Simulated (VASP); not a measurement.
**Ge: single point with PBE**

The system is Ge.

```
CELL_PARAMETERS angstrom
0.00000 2.82877 2.82877
2.82877 0.00000 2.82877
2.82877 2.82877 0.00000
ATOMIC_POSITIONS crystal
Ge 0.53535 0.46465 0.46465
Ge 0.75000 0.75000 0.75000
```

This cell differs from its parent crystal: atom 1 (Ge) moved by (-0.200, +0.000) A along x and z.

```json
{
  "Program": "VASP 6.6.1",
  "Task": "single point",
  "Functional": "PBE",
  "Potentials or basis": "VASP PAW PBE potentials, release 64 (Ge_d)",
  "Cutoff": "500 eV",
  "k mesh": "14 × 14 × 14",
  "Occupations": "gaussian, width 0.15 eV",
  "Spin": "no spin polarisation"
}
```

The pressure is 4.8 GPa, the largest force is 2.180 eV/Å and the band gap on the k mesh is zero (bands 14 and 15 overlap by 0.89 eV).

Forces on the atoms (eV/Å):
```
Ge   2.180  0.000  0.000
Ge  -2.180  0.000  0.000
```

Stress tensor (GPa, compression positive):
```
 3.46  0.00  0.00
 0.00  5.42 -6.81
 0.00 -6.81  5.42
```

Levels at points of the mesh, in eV from the Fermi level:
| k point | band 12 | band 13 | band 14 | band 15 | band 16 | band 17 |
| --- | --- | --- | --- | --- | --- | --- |
| (0.00, 0.00, 0.00) | -1.18 | -0.22 | -0.14 | 0.68 | 1.60 | 2.19 |
| (0.50, 0.00, 0.00) | -7.29 | -2.26 | -1.14 | -0.38 | 2.65 | 4.03 |
| (0.00, 0.50, 0.00) | -8.44 | -2.00 | -1.14 | 0.20 | 2.95 | 4.33 |
| (0.50, 0.50, 0.00) | -9.22 | -3.26 | -3.26 | 0.44 | 0.44 | 9.34 |
| (0.00, 0.50, 0.50) | -8.42 | -3.67 | -3.09 | -0.09 | 1.04 | 8.85 |

Run time: 7.1 min on 1 thread of Oxide Virtual Turin-like Processor (shared host), peak memory 0.37 GiB.

Caveat: the cell differs from its parent crystal (atom 1 (Ge) moved by (-0.200, +0.000) A along x and z); the cell stands under pressure; forces of over 1 eV/Å act on the atoms, so gaps and moduli don't describe the material at rest.
